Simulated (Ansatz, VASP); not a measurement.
**KNaBi2O6 in VASP and in Ansatz**

```xyz
10
Lattice="4.1384 -4.1679 0.0000 4.1384 4.1679 0.0000 0.0000 0.0000 4.2780" Properties=species:S:1:pos:R:3 pbc="T T T"
K     4.1384    0.0000    2.1390
Na    0.0000    0.0000    2.1390
Bi    2.0692    2.0839    0.0000
Bi    2.0692   -2.0839    0.0000
O     2.0692    2.0839    2.1390
O     2.0692   -2.0839    2.1390
O     4.1384    1.5964    0.0000
O     4.1384   -1.5964    0.0000
O     6.7567    0.0000    0.0000
O     1.5201    0.0000    0.0000
```

Alike in both runs: functional PBE; k mesh 6 × 6 × 10; occupations gaussian, width 0.1 eV; no spin polarisation.

Ansatz relaxed the structure, and its values are those at the end. VASP's run is a single point on that final structure, the one shown.

|  | VASP | Ansatz |
| --- | --- | --- |
| version | VASP 6.6.1 | Ansatz 0.2.0 |
| potentials or method | VASP PAW PBE potentials, release 64 (K_sv, Na_pv, Bi_d, O), cutoff 520 eV | scalar-relativistic, plane waves, PAW |
| valence electrons in the cell | 82 | 84 |

Ansatz gave:

- gap on the k mesh at the Fermi level (eV): none
- pressure (GPa): 0.0
- rms of the force components (eV/Å): 0.002

**Question.** Which values does VASP return?

**Answer.** gap on the k mesh at the Fermi level (eV): none; pressure (GPa): 0.3; rms of the force components (eV/Å): 0.006.

A gap of «none» marks a metal or a gap that the smearing closes. With one functional, cell and mesh, what is left measures potentials, basis and numerics. VASP's potentials hold 82 valence electrons a cell and Ansatz's 84, so a difference there can come from the potentials and not from the codes.

Spin-orbit coupling is off throughout.
